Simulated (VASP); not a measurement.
# Ti2O in VASP: a series of runs, part 3 of 3

VASP 6.6.1. Earlier steps stand in the parts before.

## 4. Single point, r2SCAN

This run uses another cell than the first one, of 11.74 Å³/atom.

POSCAR reads:

```
Ti2O
1.0
    2.9432780955      0.0201131738     -0.0466091727
   -1.4542205283      2.5333845928      0.0388784197
   -0.0752446324      0.0290314697      4.7072549871
Ti O
2 1
Direct
    0.6755482196      0.3348340732      0.2828520726
    0.3249469338      0.6615028209      0.7101950052
    0.0014606901     -0.0158981989     -0.0027680215
```

INCAR.step1 reads:

```
ALGO = Normal ; EDIFF = 1E-5
ENCUT = 660 ; GGA = PE
GGA_COMPAT = F ; ISMEAR = 0
LASPH = T ; LCHARG = F
LREAL = F ; LWAVE = T
NBANDS = 22 ; NELM = 120
PREC = Accurate ; SIGMA = 0.1
```

INCAR.step2 reads:

```
ALGO = Normal ; EDIFF = 1E-6
ENCUT = 660 ; GGA_COMPAT = F
ISIF = 2 ; ISMEAR = 0
ISTART = 1 ; LASPH = T
LCHARG = F ; LMIXTAU = T
LREAL = F ; LWAVE = F
METAGGA = R2SCAN ; NBANDS = 22
NELM = 120 ; PREC = Accurate
SIGMA = 0.1
```

KPOINTS reads:

```
k-points
0
Gamma
  8 8 4
```

Potentials or basis: VASP PAW PBE potentials, release 64 (Ti_sv, O).

Run with:

```bash
cat potpaw_PBE.64/Ti_sv/POTCAR potpaw_PBE.64/O/POTCAR > POTCAR
cp INCAR.step1 INCAR
mpirun -np 1 vasp_std > vasp.out
cp INCAR.step2 INCAR
mpirun -np 1 vasp_std > vasp.out
```

OUTCAR:

```text
EDIFF = 1E-6
   ENCUT = 660
   ISIF = 2
   ISMEAR = 0
   ISTART = 1
   LASPH = T
   LREAL = F
   METAGGA = R2SCAN
   NELM = 120
   PREC = Accurate

 ion  position               nearest neighbor table
   1  0.676  0.335  0.283-   3 2.12   3 2.17   3 2.21   2 2.58   2 2.63   2 2.69
   2  0.325  0.662  0.710-   3 2.16   3 2.17   3 2.18   1 2.58   1 2.63   1 2.69
   3  0.001  0.984  0.997-   1 2.12   2 2.16   1 2.17   2 2.17   2 2.18   1 2.21

  LATTYP: Found a triclinic cell.
 ALAT       =     2.9437158324
 B/A-ratio  =     0.9924033716
 C/A-ratio  =     1.5993207614
 COS(alpha) =     0.0266098687
 COS(beta)  =     0.0317690915
 COS(gamma) =     0.4920014989

  Lattice vectors:

 A1 = (   2.9432780955,   0.0201131738,  -0.0466091727)
 A2 = (   1.4542205283,  -2.5333845928,  -0.0388784197)
 A3 = (   0.0752446324,  -0.0290314697,  -4.7072549871)

Analysis of symmetry for initial positions (statically):
=====================================================================
 Subroutine PRICEL returns:
 Original cell was already a primitive cell.

 Routine SETGRP: Setting up the symmetry group for a
 triclinic supercell.

 Subroutine GETGRP returns: Found  1 space group operations
 (whereof  1 operations were pure point group operations)
 out of a pool of  2 trial point group operations.

The static configuration has the point symmetry C_1 .

Analysis of symmetry for dynamics (positions and initial velocities):
=====================================================================
 Subroutine PRICEL returns:
 Original cell was already a primitive cell.

 Routine SETGRP: Setting up the symmetry group for a
 triclinic supercell.

 Subroutine GETGRP returns: Found  1 space group operations
 (whereof  1 operations were pure point group operations)
 out of a pool of  2 trial point group operations.

The dynamic configuration has the point symmetry C_1 .

 Subroutine INISYM returns: Found  1 space group operations
 (whereof  1 operations are pure point group operations),
 and found     1 'primitive' translations

----------------------------------------------------------------------------------------

                                     Primitive cell

  volume of cell :      35.2268

  direct lattice vectors                    reciprocal lattice vectors
     2.943278096  0.020113174 -0.046609173     0.338496581  0.194240104  0.004212853
    -1.454220528  2.533384593  0.038878420    -0.002726075  0.393201910 -0.002468605
    -0.075244632  0.029031470  4.707254987     0.003374160 -0.001324275  0.212500138

  length of vectors
     2.943715832  2.921353517  4.707945847     0.390290791  0.393219109  0.212531050

  position of ions in fractional coordinates (direct lattice)
     0.675548220  0.334834073  0.282852073
     0.324946934  0.661502821  0.710195005
     0.001460690  0.984101801  0.997231978

  ion indices of the primitive-cell ions
   primitive index   ion index
                 1           1
                 2           2
                 3           3

----------------------------------------------------------------------------------------

 KPOINTS: k-points

Automatic generation of k-mesh.
 Grid dimensions read from file:
 generate k-points for:    8    8    4

 Generating k-lattice:

  Cartesian coordinates                     Fractional coordinates (reciprocal lattice)
     0.042312073  0.024280013  0.000526607     0.125000000  0.000000000  0.000000000
    -0.000340759  0.049150239 -0.000308576    -0.000000000  0.125000000  0.000000000
     0.000843540 -0.000331069  0.053125034     0.000000000  0.000000000  0.250000000

  Length of vectors
     0.048786349  0.049152389  0.053132762

  Shift w.r.t. Gamma in fractional coordinates (k-lattice)
     0.000000000  0.000000000  0.000000000

 Subroutine IBZKPT returns following result:
 ===========================================

 Found    132 irreducible k-points:

 Following reciprocal coordinates:
            Coordinates               Weight
  0.000000  0.000000  0.000000      1.000000
  0.125000  0.000000  0.000000      2.000000
  0.250000  0.000000  0.000000      2.000000
  0.375000 -0.000000  0.000000      2.000000
  0.500000  0.000000  0.000000      1.000000
  0.000000  0.125000 -0.000000      2.000000
[... 16 lines left out ...]
  0.125000  0.375000  0.000000      2.000000
  0.250000  0.375000  0.000000      2.000000
 [... further k-points ...]
   k-points           NKPTS =    132   k-points in BZ     NKDIM =    132   number of bands    NBANDS=     22
   number of dos      NEDOS =    301   number of ions     NIONS =      3
   total plane-waves  NPLWV =  26880
   dimension x,y,z NGX =    28 NGY =   24 NGZ =   40
   dimension x,y,z NGXF=    56 NGYF=   48 NGZF=   80
   ions per type =               2   1
   NGX,Y,Z   is equivalent  to a cutoff of  15.81, 13.66, 14.12 a.u.
   NGXF,Y,Z  is equivalent  to a cutoff of  31.63, 27.32, 28.25 a.u.
 SYSTEM =  unknown system
   PREC   = accura    normal or accurate (medium, high low for compatibility)
   ISTART =      1    job   : 0-new  1-cont  2-samecut
   ICHARG =      0    charge: 1-file 2-atom 10-const
   ISPIN  =      1    spin polarized calculation?
   LNONCOLLINEAR =      F non collinear calculations
   LSORBIT =      F    spin-orbit coupling
   LASPH  =      T    aspherical Exc in radial PAW
   ENCUT  =  660.0 eV  48.51 Ry    6.96 a.u.   6.17  6.12  9.86*2*pi/ulx,y,z
   NELM   =    120;   NELMIN=  2; NELMDL=  0     # of ELM steps
   EDIFF  = 0.1E-05   stopping-criterion for ELM
   LREAL  =      F    real-space projection
   EDIFFG = 0.1E-04   stopping-criterion for IOM
   NSW    =      0    number of steps for IOM
   IBRION =     -1    ionic relax: 0-MD 1-quasi-New 2-CG
   NFREE  =      0    steps in history (QN), initial steepest desc. (CG)
   ISIF   =      2    stress and relaxation
   ISYM   =      2    0-nonsym 1-usesym 2-fastsym
   POTIM  = 0.5000    time-step for ionic-motion
   TEBEG  =    0.0;   TEEND  =   0.0 temperature during run
   PSTRESS=    0.0 pullay stress
   NELECT =      30.0000    total number of electrons
   NUPDOWN=      -1.0000    fix difference up-down
   EMIN   =  10.00;   EMAX   =-10.00  energy-range for DOS
   EFERMI =   0.00;   METHOD = LEGACY
   ISMEAR =     0;   SIGMA  =   0.10  broadening in eV -4-tet -1-fermi 0-gaus
   EFERMI_NEDOS =   21; number of points for ismear=-14 and -15
   IALGO  =     38    algorithm
   IMIX   =      4    mixing-type and parameters
     AMIX     =   0.40;   BMIX     =  1.00
     AMIX_MAG =   1.60;   BMIX_MAG =  1.00
  volume/ion in A,a.u.               =      11.74        79.24
  Fermi-wavevector in a.u.,A,eV,Ry     =   1.551758  2.932398 32.762204  2.407954
  Thomas-Fermi vector in A             =   2.656232
   LORBIT       =      0    0 simple, 1 ext, 2 COOP (PROOUT), +10 PAW based schemes
   METAGGA = R2SCAN    functional components
   LHFCALC =     F    Hartree Fock is set to
   AEXX    =    0.0000 exact exchange contribution
   IVDW    =     0    specifies the selected vdW correction
   LEPSILON=     F    determine dielectric tensor
   LRPA    =     F    only Hartree local field effects (RPA)
 non-spin polarized calculation
 Gauss-broadening in eV      SIGMA  =   0.10
  energy-cutoff  :      660.00
  volume of cell :       35.23
 maximum number of plane-waves:      1369
 NGX is ok and might be reduce to    28
   NGX = 13   NGY = 13   NGZ = 19

 number of electron      30.0000000 magnetization

 Free energy of the ion-electron system (eV)
  ---------------------------------------------------
  ext. energy  EPLUGINS =         0.00000000
  ---------------------------------------------------
  free energy    TOTEN  =       -37.64654163 eV

  energy without entropy =      -37.64135900  energy(sigma->0) =      -37.64395031

 E-fermi :  10.5244     XC(G=0): -13.2949

 val. band max:       10.5053001002   @ k =   0.1250   0.0000   0.0000
 cond. band min:      10.5362179645   @ k =   0.3750   0.1250   0.5000
 fundamental gap:      0.0309178644
 Fermi energy:        10.5244355332

 k-point     1 :       0.0000    0.0000    0.0000
  band No.  band energies     occupation
      1     -49.2193      2.00000
      2     -49.0011      2.00000
      3     -24.9314      2.00000
      4     -24.1618      2.00000
      5     -24.1088      2.00000
      6     -23.9993      2.00000
[... 14 lines left out ...]
     21      12.1672      0.00000
     22      14.5578      0.00000
[... 552 lines left out ...]
  band No.  band energies     occupation
      1     -49.0417      2.00000
      2     -49.0070      2.00000
      3     -24.6785      2.00000
      4     -24.6127      2.00000
      5     -24.5011      2.00000
      6     -24.2389      2.00000
[... 14 lines left out ...]
     21      13.5990      0.00000
     22      14.9768      0.00000

 [... further k-points ...]
[... 5 lines left out ...]
  --------------------------------------------------------------------------------------
  -------------------------------------------------------------------------------------
  Total        0.5256948      0.8310933      3.7459312      0.0369644     -0.3539385      0.8271807
  in kB       23.9095165     37.7995745    170.3714893      1.6812071    -16.0977406     37.6216201
  external PRESSURE =      77.3601934 kB  Pullay stress =       0.0000000 kB

 VOLUME and BASIS-vectors are now :
 -----------------------------------------------------------------------------
  energy-cutoff  :      660.00
  volume of cell :       35.23
      direct lattice vectors                 reciprocal lattice vectors
     2.943278096  0.020113174 -0.046609173     0.338496581  0.194240104  0.004212853
    -1.454220528  2.533384593  0.038878420    -0.002726075  0.393201910 -0.002468605
    -0.075244632  0.029031470  4.707254987     0.003374160 -0.001324275  0.212500138

 POSITION                                       TOTAL-FORCE (eV/Angst)
 -----------------------------------------------------------------------------------
      1.48012      0.87006      1.31299        -0.067478     -0.199245     -1.947018
     -0.05900      1.70299      3.35364         0.230220     -0.066626      2.015710
     -1.50184      2.52209      4.73242        -0.162742      0.265871     -0.068692
 -----------------------------------------------------------------------------------
    total drift:                                0.000522      0.000160      0.002386

  FREE ENERGIE OF THE ION-ELECTRON SYSTEM (eV)
  ---------------------------------------------------
  free  energy   TOTEN  =       -37.6465416294 eV

  energy  without entropy=      -37.6413589967  energy(sigma->0) =      -37.64395031
```

Run time: 9.8 min. Hardware: 1 thread of Intel Xeon Platinum 8488C (Sapphire Rapids), shared host; peak memory 0.26 GiB.

What came out:

```
Free energy            : -37.6465 eV
Pressure               : 7.7 GPa
Largest force          : 2.030 eV/Å
Band gap on the k mesh : zero (bands 15 and 16 overlap by 0.59 eV)
```

Forces in eV/Å, atoms in the order of the input:
```
Ti  -0.067 -0.199 -1.947
Ti   0.230 -0.067  2.016
O   -0.163  0.266 -0.069
```

Levels at points of the mesh, in eV from the Fermi level:
```
           k point  band 12  band 13  band 14  band 15  band 16  band 17  band 18  band 19
(0.00, 0.00, 0.00)    -5.92    -4.22    -0.93     0.13     0.28     0.54     0.63     0.78
(0.50, 0.00, 0.00)    -6.49    -3.06    -1.71    -0.97     1.11     1.51     2.83     2.94
(0.00, 0.50, 0.00)    -6.53    -3.10    -1.77    -0.88     1.09     1.53     2.89     2.98
(0.50, 0.50, 0.00)    -6.67    -3.11    -1.88    -0.65     1.31     1.54     2.89     3.05
(0.00, 0.00, 0.50)    -6.03    -2.44    -1.96    -0.13     0.05     1.33     1.72     1.80
(0.50, 0.00, 0.50)    -6.39    -1.88    -1.76    -1.09    -0.47     0.66     2.91     2.97
(0.00, 0.50, 0.50)    -6.43    -1.91    -1.81    -1.13    -0.35     0.59     2.92     2.97
(0.50, 0.50, 0.50)    -6.55    -1.94    -1.81    -1.07    -0.23     0.45     2.89     3.04
```

Caveat: the cell stands under pressure; the PAW data sets were made with another functional, which shifts forces and pressure a little.

## 5. Single point, r2SCAN

POSCAR reads:

```
Ti2O
1.0
    2.9193980238      0.0000000000      0.0000000000
   -1.4596990119      2.5282728524      0.0000000000
    0.0000000000      0.0000000000      4.7130000000
Ti O
2 1
Direct
    0.6666666667      0.3333333333      0.2787400000
    0.3333333333      0.6666666667      0.7212600000
    0.0000000000      0.0000000000      0.0000000000
```

INCAR.step1 reads:

```
  PREC = Accurate
  ENCUT = 660
  ISMEAR = 0
  SIGMA = 0.1
  LREAL = F
  LASPH = T
  NELM = 120
  NBANDS = 22
  GGA = PE
  ALGO = Normal
  EDIFF = 1E-5
  LWAVE = T
  LCHARG = F
  GGA_COMPAT = F
```

INCAR.step2 reads:

```
  PREC = Accurate
  ENCUT = 660
  EDIFF = 1E-6
  ISMEAR = 0
  SIGMA = 0.1
  LREAL = F
  LASPH = T
  NELM = 120
  ALGO = Normal
  ISIF = 2
  LWAVE = F
  LCHARG = F
  METAGGA = R2SCAN
  LMIXTAU = T
  NBANDS = 22
  ISTART = 1
  GGA_COMPAT = F
```

KPOINTS reads:

```
Automatic mesh
0
Gamma
  18 18 8
```

Run with:

```bash
cat potpaw_PBE.64/Ti_sv/POTCAR potpaw_PBE.64/O/POTCAR > POTCAR
cp INCAR.step1 INCAR
mpirun -np 1 vasp_std > vasp.out
cp INCAR.step2 INCAR
mpirun -np 1 vasp_std > vasp.out
```

Run time: 14 min. Hardware: 1 thread of Intel Xeon Platinum 8488C (Sapphire Rapids), shared host; peak memory 0.37 GiB.

Results (log left out):

- Free energy: -37.7717 eV
- Pressure: 10.0 GPa
- Largest force: 1.001 eV/Å
- Band gap on the k mesh: zero (bands 15 and 16 overlap by 0.95 eV)

Forces in eV/Å, atoms in the order of the input:
```
Ti   0.000  0.000 -1.001
Ti   0.000  0.000  1.001
O    0.000  0.000  0.000
```

Stress tensor (GPa, compression positive):
```
 7.41  0.00  0.00
 0.00  7.41  0.00
 0.00  0.00 15.11
```

Levels at points of the mesh, in eV from the Fermi level:
```csv
k point,band 12,band 13,band 14,band 15,band 16,band 17,band 18,band 19
"(0.00, 0.00, 0.00)",-6.28,-4.15,-0.66,0.37,0.42,0.42,0.93,0.93
"(0.50, 0.00, 0.00)",-6.82,-3.01,-1.70,-0.76,1.25,1.69,3.05,3.17
"(0.00, 0.00, 0.50)",-6.38,-2.24,-2.03,0.08,0.08,1.38,1.97,1.97
"(0.50, 0.00, 0.50)",-6.72,-1.82,-1.70,-0.86,-0.48,0.80,3.04,3.13
```

Caveat: the cell stands under pressure; the PAW data sets were made with another functional, which shifts forces and pressure a little.

## 6. Summary

| cell | k mesh | gap on the mesh (eV) | pressure (GPa) | largest force (eV/Å) |
| --- | --- | --- | --- | --- |
| a = 2.919, b = 2.919, c = 4.713 Å, angles 90.0, 90.0, 120.0°, 3 atoms, atomic positions A | 12 × 12 × 6 | none | 10.0 | 1.01 |
| a = 2.919, b = 2.919, c = 4.713 Å, angles 90.0, 90.0, 120.0°, 3 atoms, atomic positions A | 12 × 12 × 8 | none | 10.0 | 1.00 |
| a = 2.944, b = 2.921, c = 4.708 Å, angles 88.5, 91.8, 119.5°, 3 atoms, atomic positions B | 8 × 8 × 4 | none | 7.7 | 2.03 |
| a = 2.919, b = 2.919, c = 4.713 Å, angles 90.0, 90.0, 120.0°, 3 atoms, atomic positions A | 18 × 18 × 8 | none | 10.0 | 1.00 |

Alike in all rows: task single point; level r2SCAN; potentials or basis VASP PAW PBE potentials, release 64 (Ti_sv, O); no spin polarisation; cutoff (eV) 660; smearing gaussian 0.1 eV.

Caveats: the cell stands under pressure; the PAW data sets were made with another functional, which shifts forces and pressure a little.

Total energies depend on the potentials used, so only differences within one code and one set of settings carry meaning.
